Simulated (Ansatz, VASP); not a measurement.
## One calculation of Mo, two programs

File INCAR:

```
AGGAC    = 1.0          
AGGAX    = 1.0          
ALDAC    = 0.0          
ALDAX    = 1.0          
ALGO     = Normal         # electronic algorithm
EDIFF    = 1E-6           # SCF threshold, eV
ENCUT    = 520            # plane-wave cutoff, eV
GGA      = B5             # functional
ISIF     = 2              # what is computed and relaxed
ISMEAR   = -1             # smearing method
LASPH    = True           # aspherical terms in the spheres
LCHARG   = True           # write CHGCAR
LELF     = True           # ELF
LREAL    = False          # projectors in reciprocal space
LVHAR    = True         
LWAVE    = False          # write WAVECAR
NBANDS   = 21             # bands
NELM     = 100            # most SCF steps
PREC     = Accurate       # precision mode
SIGMA    = 0.1            # smearing width, eV
```

File KPOINTS:

```
k-points
0
Gamma
  11 11 11
```

The input POSCAR:

```
Mo
1.0
    0.0000000000      2.9701252059      2.9701252059
    2.9701252059      0.0000000000      2.9701252059
    2.9701252059      2.9701252059      0.0000000000
Mo
2
Direct
    0.1250000000      0.1250000000      0.1250000000
    0.8750000000      0.8750000000      0.8750000000
```

Input for Ansatz:

```yaml
crystal:
  lattice:
    - [0.0, 2.9701252059, 2.9701252059]
    - [2.9701252059, 0.0, 2.9701252059]
    - [2.9701252059, 2.9701252059, 0.0]
  atoms:
    - { symbol: Mo, position: [0.125, 0.125, 0.125] }
    - { symbol: Mo, position: [0.875, 0.875, 0.875] }
hamiltonian:
  xc: blyp
  pseudopotentials:
    kind: paw
    azcp:
      Mo: "pseudopotentials/Mo.paw.azcp"
basis:
  ecutwfc: 420
  fft_grid_basis: typed
kpoints:
  mp_grid: { grid: [11, 11, 11], shift: [0, 0, 0] }
magnetization:
  spin_polarized: false
scf:
  occupations: { method: fermi_dirac, width: 0.1 }
  lower_state_search: "off"
output:
  stress: true
  write_density: true
  write_potential: true
  elf: true
  volumetric_format: npy
```

Alike in both runs: task single point; functional BLYP; k mesh 11 × 11 × 11; occupations fermi-dirac, width 0.1 eV; no spin polarisation.

|  | VASP | Ansatz |
| --- | --- | --- |
| version | VASP 6.6.1 | Ansatz 0.2.0 |
| potentials or method | VASP PAW PBE potentials, release 64 (Mo_sv), cutoff 520 eV | plane waves (420 eV) with PAW, scalar-relativistic |
| valence electrons in the cell | 28 | 28 |

|  | VASP | Ansatz | Ansatz less VASP |
| --- | --- | --- | --- |
| pressure (GPa) | -5.9 | -6.2 | -0.29 |

VASP's potentials were made for PBE, not for BLYP. The functional is the same, so the differences come from potentials, cutoffs and numerics.
